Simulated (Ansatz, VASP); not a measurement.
One calculation of Y, two programs

File INCAR:

```
SYSTEM = Y
ALGO     = Normal         ! electronic algorithm
EDIFF    = 1E-6           ! SCF threshold, eV
EDIFFG   = -0.005         ! ionic threshold
ENCUT    = 600            ! plane-wave cutoff, eV
GGA      = PE             ! functional
IBRION   = 2              ! ionic algorithm
ISIF     = 3              ! what is computed and relaxed
ISMEAR   = -1             ! smearing method
LASPH    = .TRUE.         ! aspherical terms in the spheres
LCHARG   = .FALSE.        ! write CHGCAR
LREAL    = .FALSE.        ! projectors in reciprocal space
LWAVE    = .FALSE.        ! write WAVECAR
NELM     = 100            ! most SCF steps
NSW      = 60             ! ionic steps
PREC     = Accurate       ! precision mode
SIGMA    = 0.05           ! smearing width, eV
```

File KPOINTS:

```
k-points
0
G
  14 14 7
  0 0 0
```

POSCAR

```
Y
1.0
    3.6077462290      0.0000000000      0.0000000000
   -1.8038731145      3.1243998848      0.0000000000
    0.0000000000      0.0000000000      5.8445488911
Y
2
Direct
    0.3333333333      0.6666666667      0.2500000000
    0.6666666667      0.3333333333      0.7500000000
```

Input for Ansatz:

```yaml
crystal:
  lattice:
    - [3.607746229, 0.0, 0.0]
    - [-1.8038731145, 3.1243998848, 0.0]
    - [0.0, 0.0, 5.8445488911]
  atoms:
    - { symbol: "Y", position: [0.3333333333, 0.6666666667, 0.25] }
    - { symbol: "Y", position: [0.6666666667, 0.3333333333, 0.75] }
kpoints:
  mp_grid: { grid: [14, 14, 7] }
scf:
  occupations: { method: fermi_dirac, width: 0.05 }
hamiltonian:
  xc: pbe
  pseudopotentials: { kind: paw }
output:
  forces: true
  stress: true
relax:
  f_tol: 0.005
  max_steps: 40
  cell: {}
```

Alike in both runs: task relaxation of cell and atoms; functional PBE; k mesh 14 × 14 × 7; occupations fermi-dirac, width 0.05 eV; no spin polarisation.

```csv
,VASP,Ansatz
version,VASP 6.6.1,Ansatz 0.2.0
potentials or method,"VASP PAW PBE potentials, release 64 (Y_sv)","PAW with Ansatz's default frozen-core files, scalar-relativistic"
plane-wave cutoff (eV),600,420
valence electrons in the cell,22,22
```

VASP gave:

```
relaxed volume (Å³/atom)                                                      : 32.82
relaxed length of the cell vector where the two differ most in proportion (Å) : 3.653
```

**Question.** What did Ansatz give for the same quantities?

**Answer.** Relaxed volume (Å³/atom): 32.89; relaxed length of the cell vector where the two differ most in proportion (Å): 3.656.
